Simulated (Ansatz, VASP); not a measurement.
**One calculation of Au, two programs**

File INCAR:

```
ALGO = Normal
EDIFF = 1E-6
ENCUT = 520
GGA = PS
ISIF = 2
ISMEAR = 0
LASPH = T
LCHARG = T
LELF = T
LREAL = F
LVHAR = T
LWAVE = F
NBANDS = 12
NELM = 60
PREC = Accurate
SIGMA = 0.1
```

KPOINTS

```
k-points
0
Gamma
  18 18 18
```

Contents of POSCAR:

```
Au
1.0
    0.0000000000      2.1013663659      2.1013663659
    2.1013663659      0.0000000000      2.1013663659
    2.1013663659      2.1013663659      0.0000000000
Au
1
Direct
    0.0000000000      0.0000000000      0.0000000000
```

Input for Ansatz:

```yaml
crystal:
  lattice:
    - [0.0, 2.1013663659, 2.1013663659]
    - [2.1013663659, 0.0, 2.1013663659]
    - [2.1013663659, 2.1013663659, 0.0]
  atoms:
    - { symbol: Au, position: [0.0, 0.0, 0.0] }
basis:
  ecutwfc: 420
kpoints:
  mp_grid: { grid: [18, 18, 18] }
hamiltonian:
  xc: pbesol
scf:
  occupations: { method: gaussian, width: 0.1 }
output:
  forces: true
  stress: true
  eigenvalues: true
```

Alike in both runs: task single point; functional PBEsol; k mesh 18 × 18 × 18; occupations gaussian, width 0.1 eV; no spin polarisation.

```csv
,VASP,Ansatz
version,VASP 6.6.1,Ansatz 0.2.0
potentials or method,"VASP PAW PBE potentials, release 64 (Au), cutoff 520 eV","scalar-relativistic, plane waves, PAW"
valence electrons in the cell,11,19
```

|  | VASP | Ansatz | Ansatz less VASP |
| --- | --- | --- | --- |
| gap on the k mesh at the Fermi level (eV) | none | none | - |
| pressure (GPa) | -12.0 | -11.8 | +0.21 |

VASP's potentials were made for PBE, not for PBEsol. A gap of «none» marks a metal or a gap that the smearing closes. VASP's potentials hold 11 valence electrons a cell and Ansatz's 19, so a difference there can come from the potentials and not from the codes.

Neither program's run includes spin-orbit coupling.
